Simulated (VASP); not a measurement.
# ZrO2 (Cubic zirconia) (Fm-3m) in VASP: a series of runs

ZrO2 (Cubic zirconia) is run at these levels: PBE; tasks: density of states.

Program: VASP 6.6.1. These are calculated values, not measurements. Logs are shortened: lines on timing, memory, paths and dates and some standing lists are left out, and cuts for length are marked.

## Step 1: The cell of the first run

It takes space group Fm-3m (No. 225, cubic). The conventional cell has a = 5.116 Å, b = 5.116 Å, c = 5.116 Å, α = 90.00°, β = 90.00°, γ = 90.00°. Within 2.9 Å of Zr (site symmetry m-3m) lie 8 O at 2.22 Å. Within 2.9 Å of O (site symmetry -43m) lie 4 Zr at 2.22 Å and 6 O at 2.56 Å.

## Step 2: Density of states, PBE

Contents of POSCAR:

```
ZrO2
1.0
    0.0000000000      2.5578982120      2.5578982120
    2.5578982120      0.0000000000      2.5578982120
    2.5578982120      2.5578982120      0.0000000000
Zr O
1 2
Direct
    0.0000000000      0.0000000000      0.0000000000
    0.2500000000      0.2500000000      0.2500000000
    0.7500000000      0.7500000000      0.7500000000
```

Contents of INCAR.step1:

```
ALGO = Normal
EDIFF = 1E-6
ENCUT = 520
GGA = PE
GGA_COMPAT = False
ISIF = 2
ISMEAR = 0
LASPH = True
LCHARG = True
LMAXMIX = 4
LORBIT = 11
LREAL = False
LWAVE = False
NBANDS = 19
NEDOS = 2001
NELM = 120
PREC = Accurate
SIGMA = 0.02
```

Contents of KPOINTS.step1:

```
k-points
0
Gamma
  8 8 8
```

Contents of INCAR.step2:

```
ALGO = Normal
EDIFF = 1E-6
ENCUT = 520
GGA = PE
GGA_COMPAT = False
ICHARG = 11
ISIF = 2
ISMEAR = -5
LASPH = True
LCHARG = False
LMAXMIX = 4
LORBIT = 11
LREAL = False
LWAVE = False
NEDOS = 2001
NELM = 120
PREC = Accurate
SIGMA = 0.02
```

Contents of KPOINTS.step2:

```
k-points
0
Gamma
  12 12 12
```

Potentials or basis: VASP PAW PBE potentials, release 64 (Zr_sv, O).

On the command line:

```sh
> cat potpaw_PBE.64/Zr_sv/POTCAR potpaw_PBE.64/O/POTCAR > POTCAR
> cp INCAR.step1 INCAR
> cp KPOINTS.step1 KPOINTS
> mpirun -np 1 vasp_std > vasp.out
> cp INCAR.step2 INCAR
> cp KPOINTS.step2 KPOINTS
> mpirun -np 1 vasp_std > vasp.out
```

OUTCAR:

```text
EDIFF = 1E-6
   ENCUT = 520
   GGA = PE
   ICHARG = 11
   ISIF = 2
   ISMEAR = -5
   LASPH = True
   LORBIT = 11
   LREAL = False
   NELM = 120
   PREC = Accurate

 ion  position               nearest neighbor table
   1  0.000  0.000  0.000-   3 2.22   2 2.22   3 2.22   2 2.22   3 2.22   3 2.22   2 2.22   2 2.22

   2  0.250  0.250  0.250-   1 2.22   1 2.22   1 2.22   1 2.22
   3  0.750  0.750  0.750-   1 2.22   1 2.22   1 2.22   1 2.22

  LATTYP: Found a face centered cubic cell.
 ALAT       =     5.1157964240

  Lattice vectors:

 A1 = (   0.0000000000,   2.5578982120,   2.5578982120)
 A2 = (   2.5578982120,   0.0000000000,   2.5578982120)
 A3 = (   2.5578982120,   2.5578982120,   0.0000000000)

Analysis of symmetry for initial positions (statically):
=====================================================================
 Subroutine PRICEL returns:
 Original cell was already a primitive cell.

 Routine SETGRP: Setting up the symmetry group for a
 face centered cubic supercell.

 Subroutine GETGRP returns: Found 48 space group operations
 (whereof 48 operations were pure point group operations)
 out of a pool of 48 trial point group operations.

The static configuration has the point symmetry O_h .

Analysis of symmetry for dynamics (positions and initial velocities):
=====================================================================
 Subroutine PRICEL returns:
 Original cell was already a primitive cell.

 Routine SETGRP: Setting up the symmetry group for a
 face centered cubic supercell.

 Subroutine GETGRP returns: Found 48 space group operations
 (whereof 48 operations were pure point group operations)
 out of a pool of 48 trial point group operations.

The dynamic configuration has the point symmetry O_h .

 Subroutine INISYM returns: Found 48 space group operations
 (whereof 48 operations are pure point group operations),
 and found     1 'primitive' translations

----------------------------------------------------------------------------------------

                                     Primitive cell

  volume of cell :      33.4719

  direct lattice vectors                    reciprocal lattice vectors
     0.000000000  2.557898212  2.557898212    -0.195472985  0.195472985  0.195472985
     2.557898212  0.000000000  2.557898212     0.195472985 -0.195472985  0.195472985
     2.557898212  2.557898212  0.000000000     0.195472985  0.195472985 -0.195472985

  length of vectors
     3.617414343  3.617414343  3.617414343     0.338569142  0.338569142  0.338569142

  position of ions in fractional coordinates (direct lattice)
     0.000000000  0.000000000  0.000000000
     0.250000000  0.250000000  0.250000000
     0.750000000  0.750000000  0.750000000

  ion indices of the primitive-cell ions
   primitive index   ion index
                 1           1
                 2           2
                 3           3

----------------------------------------------------------------------------------------

 KPOINTS: k-points

Automatic generation of k-mesh.
 Grid dimensions read from file:
 generate k-points for:   12   12   12

 Generating k-lattice:

  Cartesian coordinates                     Fractional coordinates (reciprocal lattice)
    -0.016289415  0.016289415  0.016289415     0.083333333  0.000000000  0.000000000
     0.016289415 -0.016289415  0.016289415     0.000000000  0.083333333  0.000000000
     0.016289415  0.016289415 -0.016289415     0.000000000  0.000000000  0.083333333

  Length of vectors
     0.028214095  0.028214095  0.028214095

  Shift w.r.t. Gamma in fractional coordinates (k-lattice)
     0.000000000  0.000000000  0.000000000

 TETIRR: Found    247 inequivalent tetrahedra from    10368

 Subroutine IBZKPT returns following result:
 ===========================================

 Found     72 irreducible k-points:

 Following reciprocal coordinates:
            Coordinates               Weight
  0.000000  0.000000  0.000000      1.000000
  0.083333  0.000000  0.000000      8.000000
  0.166667  0.000000  0.000000      8.000000
  0.250000  0.000000  0.000000      8.000000
  0.333333  0.000000  0.000000      8.000000
  0.416667  0.000000  0.000000      8.000000
[... 16 lines left out ...]
  0.500000  0.166667  0.000000     24.000000
 -0.416667  0.166667  0.000000     24.000000
 [... further k-points ...]
   k-points           NKPTS =     72   k-points in BZ     NKDIM =     72   number of bands    NBANDS=     16
   number of dos      NEDOS =   2001   number of ions     NIONS =      3
   total plane-waves  NPLWV =  21952
   dimension x,y,z NGX =    28 NGY =   28 NGZ =   28
   dimension x,y,z NGXF=    56 NGYF=   56 NGZF=   56
   ions per type =               1   2
   NGX,Y,Z   is equivalent  to a cutoff of  12.87, 12.87, 12.87 a.u.
   NGXF,Y,Z  is equivalent  to a cutoff of  25.74, 25.74, 25.74 a.u.
 SYSTEM =  unknown system
   PREC   = accura    normal or accurate (medium, high low for compatibility)
   ISTART =      0    job   : 0-new  1-cont  2-samecut
   ICHARG =     11    charge: 1-file 2-atom 10-const
   ISPIN  =      1    spin polarized calculation?
   LNONCOLLINEAR =      F non collinear calculations
   LSORBIT =      F    spin-orbit coupling
   LASPH  =      T    aspherical Exc in radial PAW
   ENCUT  =  520.0 eV  38.22 Ry    6.18 a.u.   6.73  6.73  6.73*2*pi/ulx,y,z
   NELM   =    120;   NELMIN=  2; NELMDL=  0     # of ELM steps
   EDIFF  = 0.1E-05   stopping-criterion for ELM
   LREAL  =      F    real-space projection
   EDIFFG = 0.1E-04   stopping-criterion for IOM
   NSW    =      0    number of steps for IOM
   IBRION =     -1    ionic relax: 0-MD 1-quasi-New 2-CG
   NFREE  =      0    steps in history (QN), initial steepest desc. (CG)
   ISIF   =      2    stress and relaxation
   ISYM   =      2    0-nonsym 1-usesym 2-fastsym
   POTIM  = 0.5000    time-step for ionic-motion
   TEBEG  =    0.0;   TEEND  =   0.0 temperature during run
   PSTRESS=    0.0 pullay stress
   NELECT =      24.0000    total number of electrons
   NUPDOWN=      -1.0000    fix difference up-down
   EMIN   =  10.00;   EMAX   =-10.00  energy-range for DOS
   EFERMI =   0.00;   METHOD = LEGACY
   ISMEAR =    -5;   SIGMA  =   0.02  broadening in eV -4-tet -1-fermi 0-gaus
   EFERMI_NEDOS =   21; number of points for ismear=-14 and -15
   IALGO  =     38    algorithm
   IMIX   =      4    mixing-type and parameters
     AMIX     =   0.40;   BMIX     =  1.00
     AMIX_MAG =   1.60;   BMIX_MAG =  1.00
  volume/ion in A,a.u.               =      11.16        75.29
  Fermi-wavevector in a.u.,A,eV,Ry     =   1.465273  2.768965 29.212063  2.147026
  Thomas-Fermi vector in A             =   2.581150
   LORBIT       =     11    0 simple, 1 ext, 2 COOP (PROOUT), +10 PAW based schemes
   GGA     = PE    functional components
   LHFCALC =     F    Hartree Fock is set to
   AEXX    =    0.0000 exact exchange contribution
   IVDW    =     0    specifies the selected vdW correction
   LEPSILON=     F    determine dielectric tensor
   LRPA    =     F    only Hartree local field effects (RPA)
 non-spin polarized calculation
 Fermi weights with tetrahedron method with Bloechl corrections
  energy-cutoff  :      520.00
  volume of cell :       33.47
 maximum number of plane-waves:       934

 number of electron      23.9999992 magnetization

 Free energy of the ion-electron system (eV)
  ---------------------------------------------------
  ext. energy  EPLUGINS =         0.00000000
  ---------------------------------------------------
  free energy    TOTEN  =       -28.56811189 eV

  energy without entropy =      -28.56811189  energy(sigma->0) =      -28.56811189

 E-fermi :   7.0578     XC(G=0): -11.7014

 val. band max:        7.0529841986   @ k =   0.5000   0.5000   0.0000
 cond. band min:      10.3637119580   @ k =   0.0000   0.0000   0.0000
 fundamental gap:      3.3107277594
 Fermi energy:         7.0578265682

 k-point     1 :       0.0000    0.0000    0.0000
  band No.  band energies     occupation
      1     -41.1071      2.00000
      2     -18.9252      2.00000
      3     -18.9252      2.00000
      4     -18.9252      2.00000
      5     -11.0712      2.00000
      6      -8.5687      2.00000
[... 8 lines left out ...]
     15      13.5197      0.00000
     16      16.2378      0.00000

 k-point     2 :       0.0833    0.0000    0.0000
  band No.  band energies     occupation
      1     -41.1043      2.00000
      2     -18.9729      2.00000
      3     -18.9296      2.00000
      4     -18.9296      2.00000
      5     -10.9754      2.00000
      6      -8.6402      2.00000
[... 8 lines left out ...]
     15      13.7627      0.00000
     16      15.9795      0.00000

 k-point     3 :       0.1667    0.0000    0.0000
  band No.  band energies     occupation
      1     -41.0964      2.00000
      2     -19.0990      2.00000
      3     -18.9417      2.00000
      4     -18.9417      2.00000
      5     -10.7226      2.00000
      6      -8.8147      2.00000
[... 8 lines left out ...]
     15      14.1262      0.00000
     16      15.6034      0.00000

 k-point     4 :       0.2500    0.0000    0.0000
  band No.  band energies     occupation
      1     -41.0857      2.00000
      2     -19.2620      2.00000
      3     -18.9581      2.00000
      4     -18.9581      2.00000
      5     -10.4126      2.00000
      6      -8.9945      2.00000
[... 8 lines left out ...]
     15      13.7659      0.00000
     16      15.6037      0.00000
[... 324 lines left out ...]
 k-point    22 :       0.4167    0.1667    0.0000
  band No.  band energies     occupation
      1     -41.0660      2.00000
      2     -19.4469      2.00000
      3     -19.0635      2.00000
      4     -19.0138      2.00000
      5      -9.8905      2.00000
      6      -9.2080      2.00000
[... 8 lines left out ...]
     15      13.3088      0.00000
     16      14.7836      0.00000

 k-point    23 :       0.5000    0.1667    0.0000
  band No.  band energies     occupation
      1     -41.0605      2.00000
      2     -19.5021      2.00000
      3     -19.1004      2.00000
      4     -19.0152      2.00000
      5      -9.8791      2.00000
      6      -9.1140      2.00000
[... 8 lines left out ...]
     15      13.0601      0.00000
     16      14.6275      0.00000

 k-point    24 :      -0.4167    0.1667    0.0000
  band No.  band energies     occupation
      1     -41.0598      2.00000
      2     -19.5022      2.00000
      3     -19.1214      2.00000
      4     -19.0068      2.00000
      5      -9.8817      2.00000
      6      -9.0961      2.00000
[... 8 lines left out ...]
     15      13.0463      0.00000
     16      14.5342      0.00000

 [... further k-points ...]

------------------------ aborting loop because EDIFF is reached ----------------------------------------

  FORCE on cell =-STRESS in cart. coord.  units (eV):
  Direction    XX          YY          ZZ          XY          YZ          ZX
  --------------------------------------------------------------------------------------
  -------------------------------------------------------------------------------------
  Total        0.0660075      0.0660075      0.0660075     -0.0000000     -0.0000000     -0.0000000
  in kB        3.1595440      3.1595440      3.1595440     -0.0000000     -0.0000000     -0.0000000
  external PRESSURE =       3.1595440 kB  Pullay stress =       0.0000000 kB

 VOLUME and BASIS-vectors are now :
 -----------------------------------------------------------------------------
  energy-cutoff  :      520.00
  volume of cell :       33.47
      direct lattice vectors                 reciprocal lattice vectors
     0.000000000  2.557898212  2.557898212    -0.195472985  0.195472985  0.195472985
     2.557898212  0.000000000  2.557898212     0.195472985 -0.195472985  0.195472985
     2.557898212  2.557898212  0.000000000     0.195472985  0.195472985 -0.195472985

 POSITION                                       TOTAL-FORCE (eV/Angst)
 -----------------------------------------------------------------------------------
      0.00000      0.00000      0.00000        -0.000000     -0.000000     -0.000000
      1.27895      1.27895      1.27895         0.000000      0.000000      0.000000
      3.83685      3.83685      3.83685        -0.000000     -0.000000     -0.000000
 -----------------------------------------------------------------------------------
    total drift:                                0.000000      0.000000      0.000000

  FREE ENERGIE OF THE ION-ELECTRON SYSTEM (eV)
  ---------------------------------------------------
  free  energy   TOTEN  =       -28.5681118888 eV

  energy  without entropy=      -28.5681118888  energy(sigma->0) =      -28.56811189

 total charge

# of ion       s       p       d       tot
------------------------------------------
    1        2.166   6.047   1.288   9.501
    2        1.563   3.529   0.000   5.093
    3        1.563   3.529   0.000   5.093
--------------------------------------------------
tot          5.293  13.106   1.288  19.686
```

It took 21 s on 1 thread of Intel Xeon 6975P-C (Granite Rapids), shared host; peak memory 0.17 GiB.

What came out:

| Item | Value |
| --- | --- |
| Valence electrons inside the program's atomic spheres | Zr 9.50; O 5.09 |

## Step 3: Density of states, PBE, non-collinear spin, zero start, spin-orbit coupling

POSCAR is that of step 2.

Contents of INCAR.step1:

```
SYSTEM = ZrO2
PREC = Accurate
ENCUT = 520
EDIFF = 1E-6
ISMEAR = 0
SIGMA = 0.02
LREAL = .FALSE.
LASPH = .TRUE.
NELM = 200
ALGO = Normal
ISIF = 2
LWAVE = .FALSE.
LCHARG = .TRUE.
MAGMOM = 0 0 0 0 0 0 0 0 0
LSORBIT = .TRUE.
GGA_COMPAT = .FALSE.
LORBMOM = .TRUE.
LMAXMIX = 4
GGA = PE
NBANDS = 37
NEDOS = 2001
LORBIT = 11
```

Contents of KPOINTS.step1:

```
Automatic mesh
0
G
  8 8 8
  0 0 0
```

Contents of INCAR.step2:

```
SYSTEM = ZrO2
PREC = Accurate
ENCUT = 520
EDIFF = 1E-6
ISMEAR = -5
SIGMA = 0.02
LREAL = .FALSE.
LASPH = .TRUE.
NELM = 200
ALGO = Normal
ISIF = 2
LWAVE = .FALSE.
LCHARG = .FALSE.
MAGMOM = 0 0 0 0 0 0 0 0 0
LORBIT = 11
LSORBIT = .TRUE.
GGA_COMPAT = .FALSE.
LORBMOM = .TRUE.
LMAXMIX = 4
GGA = PE
NEDOS = 1001
ICHARG = 11
```

Contents of KPOINTS.step2:

```
Automatic mesh
0
G
  12 12 12
  0 0 0
```

Potentials or basis: VASP PAW PBE potentials, release 64 (Zr_sv, O).

On the command line:

```sh
> cat potpaw_PBE.64/Zr_sv/POTCAR potpaw_PBE.64/O/POTCAR > POTCAR
> cp INCAR.step1 INCAR
> cp KPOINTS.step1 KPOINTS
> mpirun -np 1 vasp_ncl > vasp.out
> cp INCAR.step2 INCAR
> cp KPOINTS.step2 KPOINTS
> mpirun -np 1 vasp_ncl > vasp.out
```

It took 99 s on 1 thread of Intel Xeon 6975P-C (Granite Rapids), shared host; peak memory 0.3 GiB.

The run converged. Its results:

```yaml
Net_moment: 0.00 μB per cell
Valence_electrons_inside_the_program's_atomic_spheres: Zr 9.50; O 5.09
```

Moments on the atoms (μB; x, y, z):
```
Zr  0.00 0.00 0.00
O   0.00 0.00 0.00
O   0.00 0.00 0.00
```
